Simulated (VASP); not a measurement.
# NaC8 in VASP: a series of runs

NaC8 is run at these levels: PBE+D3(BJ); tasks: single point.

Program: VASP 6.6.1. These are calculated values, not measurements. Logs are shortened: lines on timing, memory, paths and dates and some standing lists are left out, and cuts for length are marked.

## Step 1: The cell of the first run

Symmetry: P6/mmm, No. 191, hexagonal system. Conventional cell: a = 4.912 Å, b = 4.912 Å, c = 3.333 Å, α = 90.00°, β = 90.00°, γ = 120.00°. Within 2.9 Å of Na (site symmetry 6/mmm) lie 12 C at 2.19 Å. C (site symmetry mm2) has 3 C at 1.42 Å within 1.9 Å. Within 1.9 Å of C (site symmetry -6m2) lie 3 C at 1.42 Å.

## Step 2: Single point, PBE+D3(BJ)

The input, INCAR:

```
SYSTEM = NaC8
PREC = Accurate
ENCUT = 520
EDIFF = 1E-6
ISMEAR = 0
SIGMA = 0.1
LREAL = .False.
LASPH = .True.
NELM = 80
ALGO = Normal
ISIF = 2
LWAVE = .False.
LCHARG = .False.
GGA = PE
IVDW = 12
NBANDS = 30
```

The input, KPOINTS:

```
regular mesh
0
Gamma
  6 6 6
  0 0 0
```

The input, POSCAR:

```
NaC8
1.0
    4.9120360200      0.0000000000      0.0000000000
   -2.4560180100      4.2539479800      0.0000000000
    0.0000000000      0.0000000000      3.3326681100
Na C
1 8
Direct
    0.0000000000      0.0000000000      0.5000000000
    0.3333333300      0.1666666700      0.0000000000
    0.3333333300      0.6666666700      0.0000000000
    0.8333333300      0.1666666700      0.0000000000
    0.8333333300      0.6666666700      0.0000000000
    0.1666666700      0.3333333300      0.0000000000
    0.1666666700      0.8333333300      0.0000000000
    0.6666666700      0.3333333300      0.0000000000
    0.6666666700      0.8333333300      0.0000000000
```

Potentials or basis: VASP PAW PBE potentials, release 64 (Na_pv, C).

Launch:

```
$ cat potpaw_PBE.64/Na_pv/POTCAR potpaw_PBE.64/C/POTCAR > POTCAR
$ mpirun -np 1 vasp_std > vasp.out
```

OUTCAR:

```text
SYSTEM = NaC8
   PREC = Accurate
   ENCUT = 520
   EDIFF = 1E-6
   ISMEAR = 0
   LREAL = .False.
   LASPH = .True.
   NELM = 80
   ISIF = 2
   GGA = PE
   IVDW = 12
 IVDW          = 12

 ion  position               nearest neighbor table
   1  0.000  0.000  0.500-   2 2.19   9 2.19   2 2.19   9 2.19   6 2.19   5 2.19   6 2.19   5 2.19
                             4 2.19   7 2.19   7 2.19   4 2.19
   2  0.333  0.167  0.000-   6 1.42   8 1.42   7 1.42   1 2.19   1 2.19
   3  0.333  0.667  0.000-   7 1.42   9 1.42   6 1.42
   4  0.833  0.167  0.000-   8 1.42   6 1.42   9 1.42   1 2.19   1 2.19
   5  0.833  0.667  0.000-   9 1.42   7 1.42   8 1.42   1 2.19   1 2.19
   6  0.167  0.333  0.000-   2 1.42   4 1.42   3 1.42   1 2.19   1 2.19
   7  0.167  0.833  0.000-   3 1.42   5 1.42   2 1.42   1 2.19   1 2.19
   8  0.667  0.333  0.000-   4 1.42   2 1.42   5 1.42
   9  0.667  0.833  0.000-   5 1.42   3 1.42   4 1.42   1 2.19   1 2.19

  LATTYP: Found a hexagonal cell.
 ALAT       =     4.9120360200
 C/A-ratio  =     0.6784698028

  Lattice vectors:

 A1 = (   4.9120360200,   0.0000000000,   0.0000000000)
 A2 = (  -2.4560180100,   4.2539479800,   0.0000000000)
 A3 = (   0.0000000000,   0.0000000000,   3.3326681100)

Analysis of symmetry for initial positions (statically):
=====================================================================
 Subroutine PRICEL returns:
 Original cell was already a primitive cell.

 Routine SETGRP: Setting up the symmetry group for a
 hexagonal supercell.

 Subroutine GETGRP returns: Found 24 space group operations
 (whereof 24 operations were pure point group operations)
 out of a pool of 24 trial point group operations.

The static configuration has the point symmetry D_6h.

Analysis of symmetry for dynamics (positions and initial velocities):
=====================================================================
 Subroutine PRICEL returns:
 Original cell was already a primitive cell.

 Routine SETGRP: Setting up the symmetry group for a
 hexagonal supercell.

 Subroutine GETGRP returns: Found 24 space group operations
 (whereof 24 operations were pure point group operations)
 out of a pool of 24 trial point group operations.

The dynamic configuration has the point symmetry D_6h.

 Subroutine INISYM returns: Found 24 space group operations
 (whereof 24 operations are pure point group operations),
 and found     1 'primitive' translations

----------------------------------------------------------------------------------------

                                     Primitive cell

  volume of cell :      69.6379

  direct lattice vectors                    reciprocal lattice vectors
     4.912036020  0.000000000  0.000000000     0.203581569  0.117537874  0.000000000
    -2.456018010  4.253947980  0.000000000     0.000000000  0.235075747  0.000000000
     0.000000000  0.000000000  3.332668110     0.000000000  0.000000000  0.300059882

  length of vectors
     4.912036020  4.912036022  3.332668110     0.235075747  0.235075747  0.300059882

  position of ions in fractional coordinates (direct lattice)
     0.000000000  0.000000000  0.500000000
     0.333333330  0.166666670  0.000000000
     0.333333330  0.666666670  0.000000000
     0.833333330  0.166666670  0.000000000
     0.833333330  0.666666670  0.000000000
     0.166666670  0.333333330  0.000000000
     0.166666670  0.833333330  0.000000000
     0.666666670  0.333333330  0.000000000
     0.666666670  0.833333330  0.000000000

  ion indices of the primitive-cell ions
   primitive index   ion index
                 1           1
                 2           2
                 3           3
                 4           4
                 5           5
                 6           6
                 7           7
                 8           8
                 9           9

----------------------------------------------------------------------------------------

 KPOINTS: regular mesh

Automatic generation of k-mesh.
 Grid dimensions read from file:
 generate k-points for:    6    6    6

 Generating k-lattice:

  Cartesian coordinates                     Fractional coordinates (reciprocal lattice)
     0.033930262  0.019589646  0.000000000     0.166666667  0.000000000  0.000000000
     0.000000000  0.039179291  0.000000000     0.000000000  0.166666667  0.000000000
     0.000000000  0.000000000  0.050009980     0.000000000  0.000000000  0.166666667

  Length of vectors
     0.039179291  0.039179291  0.050009980

  Shift w.r.t. Gamma in fractional coordinates (k-lattice)
     0.000000000  0.000000000  0.000000000

 Subroutine IBZKPT returns following result:
 ===========================================

 Found     28 irreducible k-points:

 Following reciprocal coordinates:
            Coordinates               Weight
  0.000000  0.000000  0.000000      1.000000
  0.166667 -0.000000  0.000000      6.000000
  0.333333 -0.000000  0.000000      6.000000
  0.500000 -0.000000  0.000000      3.000000
  0.166667  0.166667  0.000000      6.000000
  0.333333  0.166667  0.000000     12.000000
[... 16 lines left out ...]
  0.166667 -0.000000  0.500000      6.000000
  0.333333 -0.000000  0.500000      6.000000
 [... further k-points ...]
   k-points           NKPTS =     28   k-points in BZ     NKDIM =     28   number of bands    NBANDS=     30
   number of dos      NEDOS =    301   number of ions     NIONS =      9
   total plane-waves  NPLWV =  44800
   dimension x,y,z NGX =    40 NGY =   40 NGZ =   28
   dimension x,y,z NGXF=    80 NGYF=   80 NGZF=   56
   ions per type =               1   8
   NGX,Y,Z   is equivalent  to a cutoff of  13.54, 13.54, 13.97 a.u.
   NGXF,Y,Z  is equivalent  to a cutoff of  27.08, 27.08, 27.93 a.u.
 SYSTEM =  NaC8
   PREC   = accura    normal or accurate (medium, high low for compatibility)
   ISTART =      0    job   : 0-new  1-cont  2-samecut
   ICHARG =      2    charge: 1-file 2-atom 10-const
   ISPIN  =      1    spin polarized calculation?
   LNONCOLLINEAR =      F non collinear calculations
   LSORBIT =      F    spin-orbit coupling
   LASPH  =      T    aspherical Exc in radial PAW
   ENCUT  =  520.0 eV  38.22 Ry    6.18 a.u.   9.13  9.13  6.20*2*pi/ulx,y,z
   NELM   =     80;   NELMIN=  2; NELMDL= -5     # of ELM steps
   EDIFF  = 0.1E-05   stopping-criterion for ELM
   LREAL  =      F    real-space projection
   EDIFFG = 0.1E-04   stopping-criterion for IOM
   NSW    =      0    number of steps for IOM
   IBRION =     -1    ionic relax: 0-MD 1-quasi-New 2-CG
   NFREE  =      0    steps in history (QN), initial steepest desc. (CG)
   ISIF   =      2    stress and relaxation
   ISYM   =      2    0-nonsym 1-usesym 2-fastsym
   POTIM  = 0.5000    time-step for ionic-motion
   TEBEG  =    0.0;   TEEND  =   0.0 temperature during run
   PSTRESS=    0.0 pullay stress
   NELECT =      39.0000    total number of electrons
   NUPDOWN=      -1.0000    fix difference up-down
   EMIN   =  10.00;   EMAX   =-10.00  energy-range for DOS
   EFERMI =   0.00;   METHOD = LEGACY
   ISMEAR =     0;   SIGMA  =   0.10  broadening in eV -4-tet -1-fermi 0-gaus
   EFERMI_NEDOS =   21; number of points for ismear=-14 and -15
   IALGO  =     38    algorithm
   IMIX   =      4    mixing-type and parameters
     AMIX     =   0.40;   BMIX     =  1.00
     AMIX_MAG =   1.60;   BMIX_MAG =  1.00
  volume/ion in A,a.u.               =       7.74        52.22
  Fermi-wavevector in a.u.,A,eV,Ry     =   1.349422  2.550038 24.775388  1.820940
  Thomas-Fermi vector in A             =   2.477010
   LORBIT       =      0    0 simple, 1 ext, 2 COOP (PROOUT), +10 PAW based schemes
   GGA     = PE    functional components
   LHFCALC =     F    Hartree Fock is set to
   AEXX    =    0.0000 exact exchange contribution
   IVDW    =    12    specifies the selected vdW correction
   LEPSILON=     F    determine dielectric tensor
   LRPA    =     F    only Hartree local field effects (RPA)
 non-spin polarized calculation
 Gauss-broadening in eV      SIGMA  =   0.10
  energy-cutoff  :      520.00
  volume of cell :       69.64
 maximum number of plane-waves:      1896
 NGX is ok and might be reduce to    40
   NGX = 19   NGY = 19   NGZ = 13

 number of electron      39.0000001 magnetization

 Free energy of the ion-electron system (eV)
  ---------------------------------------------------
  ext. energy  EPLUGINS =         0.00000000
  ---------------------------------------------------
  free energy    TOTEN  =       -72.26336729 eV

  energy without entropy =      -72.25518282  energy(sigma->0) =      -72.25927506

 E-fermi :   7.3520     XC(G=0): -11.1852

 val. band max:        7.0907793541   @ k =   0.1667  -0.0000   0.3333
 cond. band min:       7.3561878924   @ k =   0.3333  -0.0000   0.5000
 fundamental gap:      0.2654085383
 Fermi energy:         7.3520467881

 k-point     1 :       0.0000    0.0000    0.0000
  band No.  band energies     occupation
      1     -17.5998      2.00000
      2     -17.4319      2.00000
      3     -17.4319      2.00000
      4     -13.8216      2.00000
      5      -8.4082      2.00000
      6      -8.4082      2.00000
[... 22 lines left out ...]
     29      16.6253      0.00000
     30      16.6284      0.00000

 k-point     2 :       0.1667   -0.0000    0.0000
  band No.  band energies     occupation
      1     -17.5996      2.00000
      2     -17.4373      2.00000
      3     -17.4330      2.00000
      4     -13.6472      2.00000
      5      -9.6773      2.00000
      6      -8.7755      2.00000
[... 22 lines left out ...]
     29      15.1064      0.00000
     30      15.8618      0.00000

 k-point     3 :       0.3333   -0.0000    0.0000
  band No.  band energies     occupation
      1     -17.5991      2.00000
      2     -17.4477      2.00000
      3     -17.4350      2.00000
      4     -13.1377      2.00000
      5     -11.0852      2.00000
      6      -9.1997      2.00000
[... 682 lines left out ...]
     29      16.6054      0.00000
     30      18.2402      0.00000

 k-point    24 :       0.3333   -0.0000    0.5000
  band No.  band energies     occupation
      1     -18.0662      2.00000
      2     -17.3651      2.00000
      3     -17.3631      2.00000
      4     -12.4857      2.00000
      5     -10.7306      2.00000
      6      -9.1443      2.00000
[... 22 lines left out ...]
     29      16.7010      0.00000
     30      16.9688      0.00000

 [... further k-points ...]

------------------------ aborting loop because EDIFF is reached ----------------------------------------

 Edisp (eV)   -1.54728

 E8    (eV) :    -0.5084

  FORCE on cell =-STRESS in cart. coord.  units (eV):
  Direction    XX          YY          ZZ          XY          YZ          ZX
  --------------------------------------------------------------------------------------
  -------------------------------------------------------------------------------------
  Total       9.54865     9.54865    16.83235     0.00000    -0.00000     0.00000
  in kB     219.68833   219.68833   387.26621     0.00000    -0.00000     0.00000
  external pressure =      275.55 kB  Pullay stress =        0.00 kB

 VOLUME and BASIS-vectors are now :
 -----------------------------------------------------------------------------
  energy-cutoff  :      520.00
  volume of cell :       69.64
      direct lattice vectors                 reciprocal lattice vectors
     4.912036020  0.000000000  0.000000000     0.203581569  0.117537874  0.000000000
    -2.456018010  4.253947980  0.000000000     0.000000000  0.235075747  0.000000000
     0.000000000  0.000000000  3.332668110     0.000000000  0.000000000  0.300059882

 POSITION                                       TOTAL-FORCE (eV/Angst)
 -----------------------------------------------------------------------------------
      0.00000      0.00000      1.66633        -0.000000     -0.000000     -0.000000
      1.22801      0.70899      0.00000         1.521330      0.878341     -0.000000
     -0.00000      2.83597      0.00000        -0.000000     -0.000000     -0.000000
      3.68403      0.70899      0.00000        -1.521330      0.878341     -0.000000
      2.45602      2.83597      0.00000        -0.000000     -1.756681     -0.000000
      0.00000      1.41798      0.00000         0.000000      1.756681      0.000000
     -1.22801      3.54496      0.00000         1.521330     -0.878341     -0.000000
      2.45602      1.41798      0.00000        -0.000000     -0.000000     -0.000000
      1.22801      3.54496      0.00000        -1.521330     -0.878341      0.000000
 -----------------------------------------------------------------------------------
    total drift:                               -0.000000      0.000000      0.000000

  FREE ENERGIE OF THE ION-ELECTRON SYSTEM (eV)
  ---------------------------------------------------
  free  energy   TOTEN  =       -73.8106497515 eV

  energy  without entropy=      -73.8024652802  energy(sigma->0) =      -73.80655752
```

Run time: 75 s. Hardware: 1 thread of Oxide Virtual Turin-like, shared host; peak memory 0.18 GiB.

What came out:

| Item | Value |
| --- | --- |
| Free energy | -73.8106 eV |
| Pressure | 27.6 GPa |
| Largest force | 1.757 eV/Å |
| Band gap on the k mesh | zero (an odd number of electrons rules out a gap without spin polarisation) |
| Dispersion energy per atom | -0.172 eV |

Forces in eV/Å, atoms in the order of the input:
```
Na   0.000  0.000  0.000
C    1.521  0.878  0.000
C    0.000  0.000  0.000
C   -1.521  0.878  0.000
C    0.000 -1.757  0.000
C    0.000  1.757  0.000
C    1.521 -0.878  0.000
C    0.000  0.000  0.000
C   -1.521 -0.878  0.000
```

Levels at points of the mesh, in eV from the Fermi level:
```
           k point  band 16  band 17  band 18  band 19  band 20  band 21  band 22  band 23
(0.00, 0.00, 0.00)    -4.30    -3.56    -3.56    -2.72     1.12     1.12     1.44     2.60
(0.50, 0.00, 0.00)    -6.29    -6.29    -3.83    -3.16     1.88     1.92     4.38     4.39
(0.00, 0.00, 0.50)    -4.64    -4.28    -4.25    -4.25    -1.00    -1.00    -0.26     6.20
(0.50, 0.00, 0.50)    -6.39    -6.23    -5.08    -4.93     0.37     0.86     5.04     5.33
```

Caveat: the stress differs along the axes, from 22 to 39 GPa; forces of over 1 eV/Å act on the atoms, so gaps and moduli don't describe the material at rest.

## Step 3: Single point, PBE+D3(BJ)

This run uses another cell than the first one, of 10.75 Å³/atom.

The input, INCAR:

```
PREC     = Accurate       # precision mode
ENCUT    = 520            # plane-wave cutoff, eV
EDIFF    = 1E-6           # SCF threshold, eV
ISMEAR   = 0              # smearing method
SIGMA    = 0.2            # smearing width, eV
LREAL    = F              # projectors in reciprocal space
LASPH    = T              # aspherical terms in the spheres
NELM     = 60             # most SCF steps
ALGO     = Fast           # electronic algorithm
ISIF     = 2              # what is computed and relaxed
LWAVE    = F              # write WAVECAR
LCHARG   = F              # write CHGCAR
GGA      = PE             # functional
IVDW     = 12             # dispersion correction
NBANDS   = 30             # bands
```

The input, KPOINTS:

```
regular mesh
0
Gamma
  6 6 6
```

The input, POSCAR:

```
NaC8
1.0
   -0.0066362018      0.0141484350      4.5079695554
    4.9778224098     -0.0002553587     -0.0076150812
   -2.4891793424      4.3108666760      0.0177071276
Na C
1 8
Direct
    0.4999806666     -0.0001156946     -0.0002302363
    0.0000072201      0.3346486811      0.1673457130
   -0.0000032582      0.3333466379      0.6666914428
   -0.0001931086      0.8326968490      0.1673519550
    0.0001977177      0.8326944169      0.6653901651
   -0.0002183463      0.1673353560      0.3346652608
    0.0002065010      0.1673325863      0.8327076744
   -0.0000018750      0.6666804818      0.3333630537
    0.0000244827      0.6653806856      0.8327149713
```

Potentials or basis: VASP PAW PBE potentials, release 64 (Na_pv, C).

Launch:

```
$ cat potpaw_PBE.64/Na_pv/POTCAR potpaw_PBE.64/C/POTCAR > POTCAR
$ mpirun -np 1 vasp_std > vasp.out
```

Wall time 5.7 min (1 thread of Oxide Virtual Turin-like, shared host); peak memory 0.36 GiB.

It converged, with:

```yaml
Free_energy: -76.1417 eV
Pressure: 0.0 GPa
Largest_force: 0.004 eV/Å
Band_gap_on_the_k_mesh: zero (an odd number of electrons rules out a gap without spin polarisation)
Dispersion_energy_per_atom: -0.130 eV
```

Forces on the atoms (eV/Å):
```
Na   0.000  0.001  0.001
C    0.001  0.001 -0.001
C   -0.001  0.001  0.000
C   -0.003  0.001  0.000
C   -0.001 -0.002  0.001
C    0.000  0.002  0.001
C    0.004 -0.002 -0.001
C    0.001 -0.001  0.000
C   -0.002 -0.002 -0.001
```

Stress tensor (GPa, compression positive):
```
 0.12  0.04  0.02
 0.04  0.15 -0.05
 0.02 -0.05 -0.25
```

Levels at points of the mesh, in eV from the Fermi level:
| k point | band 15 | band 16 | band 17 | band 18 | band 19 | band 20 | band 21 | band 22 | band 23 | band 24 |
| --- | --- | --- | --- | --- | --- | --- | --- | --- | --- | --- |
| (0.00, 0.00, 0.00) | -4.13 | -4.13 | -3.83 | -3.83 | -3.43 | 0.23 | 0.34 | 0.34 | 0.37 | 5.74 |
| (0.50, 0.00, 0.00) | -4.13 | -4.13 | -4.02 | -4.02 | -3.67 | -0.14 | -0.14 | -0.07 | 3.19 | 5.81 |
| (0.00, 0.50, 0.00) | -7.04 | -6.10 | -6.10 | -4.17 | -3.91 | 1.37 | 1.42 | 2.13 | 2.20 | 5.54 |
| (0.50, 0.50, 0.00) | -7.40 | -6.10 | -6.10 | -4.42 | -4.24 | 1.12 | 1.28 | 4.86 | 4.87 | 5.73 |
| (0.00, 0.00, 0.50) | -7.04 | -6.10 | -6.10 | -4.17 | -3.91 | 1.37 | 1.42 | 2.13 | 2.20 | 5.54 |
| (0.50, 0.00, 0.50) | -7.40 | -6.10 | -6.10 | -4.42 | -4.24 | 1.12 | 1.28 | 4.86 | 4.87 | 5.73 |
| (0.00, 0.50, 0.50) | -7.04 | -6.10 | -6.10 | -4.17 | -3.91 | 1.37 | 1.42 | 2.13 | 2.20 | 5.54 |
| (0.50, 0.50, 0.50) | -7.40 | -6.10 | -6.10 | -4.42 | -4.24 | 1.12 | 1.28 | 4.86 | 4.87 | 5.73 |

The gap in the log of VASP goes by the Fermi energy; the results here count the filled bands.